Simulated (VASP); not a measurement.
W:

```
W
1.0
     5.08300    0.00000    0.00000
     0.00000    5.08300    0.00000
     0.00000    0.00000    5.08300
W
8
Direct
  0.50000 0.25000 0.00000
  0.50000 0.75000 0.00000
  0.75000 0.00000 0.50000
  0.25000 0.00000 0.50000
  0.00000 0.50000 0.75000
  0.00000 0.50000 0.25000
  0.50000 0.50000 0.50000
  0.00000 0.00000 0.00000
```

| Item | Value |
| --- | --- |
| Program | VASP 6.6.1 |
| Task | relaxation of cell and atoms |
| Functional | PBEsol |
| Dispersion | D4 |
| Potentials or basis | VASP PAW PBE potentials, release 64 (W_sv) |
| Cutoff | 600 eV |
| k mesh | 5 × 5 × 5 |
| Occupations | fermi-dirac, width 0.05 eV |
| Spin | no spin polarisation |

At the start: pressure -12.2 GPa; volume 16.42 Å³/atom.

Task: Where does the relaxation end?

Result: Over 7 steps the energy falls by 25.4 meV/atom and the volume is 15.77 Å³/atom (-3.9 %); space group Pm-3n (No. 223, to 0.1 Å) before and after.

Step by step:
| step | energy change (eV) | largest force (eV/Å) | pressure (GPa) | volume (Å³) |
| --- | --- | --- | --- | --- |
| 1 | 0.0000 | 0.0000 | -12.16 | 131.33 |
| 2 | 2.8759 | 0.0000 | 65.28 | 109.05 |
| 3 | -0.2022 | 0.0000 | -0.89 | 126.50 |
| 4 | -0.2032 | 0.0000 | -0.12 | 126.22 |
| 5 | -0.2030 | 0.0000 | 0.12 | 126.12 |
| 6 | -0.2030 | 0.0000 | -0.38 | 126.30 |
| 7 | -0.2032 | 0.0000 | 0.02 | 126.16 |

Final structure:
```yaml
crystal:
  lattice:
    - [5.01543, 0.00000, 0.00000]
    - [0.00000, 5.01543, 0.00000]
    - [0.00000, 0.00000, 5.01543]
  atoms:
    - { symbol: W, position: [0.50000, 0.25000, 0.00000] }
    - { symbol: W, position: [0.50000, 0.75000, 0.00000] }
    - { symbol: W, position: [0.75000, 0.00000, 0.50000] }
    - { symbol: W, position: [0.25000, 0.00000, 0.50000] }
    - { symbol: W, position: [0.00000, 0.50000, 0.75000] }
    - { symbol: W, position: [0.00000, 0.50000, 0.25000] }
    - { symbol: W, position: [0.50000, 0.50000, 0.50000] }
    - { symbol: W, position: [0.00000, 0.00000, 0.00000] }
```

Caveat: the PAW data sets were made with another functional, which shifts forces and pressure a little.
